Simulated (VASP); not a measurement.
KCl, 2 atoms in the cell. It takes space group R-3m (No. 166, trigonal). Conventional cell: a = 4.470 Å, b = 4.470 Å, c = 10.867 Å, α = 90.00°, β = 90.00°, γ = 120.00°. Within 4.1 Å of K (site symmetry -3m) lie 6 Cl at 3.15 Å. Cl (site symmetry -3m) has 6 K at 3.15 Å within 4.1 Å.  This cell differs from its parent crystal: epitaxial 111 strain +0.5%.

```yaml
Program: VASP 6.6.1
Task: single point
Functional: PBE
Potentials_or_basis: VASP PAW PBE potentials, release 64 (K_sv, Cl)
Cutoff: 520 eV
k_mesh: 8 × 8 × 8
Occupations: fermi-dirac, width 0.02 eV
Spin: no spin polarisation
Dipole_correction: no
Further_INCAR_settings: ALGO = Normal; EDIFF = 1e-07; NBANDS = 15
```

Potentials or basis: VASP PAW PBE potentials, release 64 (K_sv, Cl).

Run with:

```sh
$ cat potpaw_PBE.64/K_sv/POTCAR potpaw_PBE.64/Cl/POTCAR > POTCAR
$ mpirun -np 1 vasp_std > vasp.out
```

Hardware: 1 thread of AMD EPYC 7R13, on a shared host.

**Question.** Estimate the wall time of this run.

**Answer.** Wall time 2.1 min on 1 thread of AMD EPYC 7R13, with other jobs on the host, peak memory 0.2 GiB. Counts: scf iterations 15, k points 65.
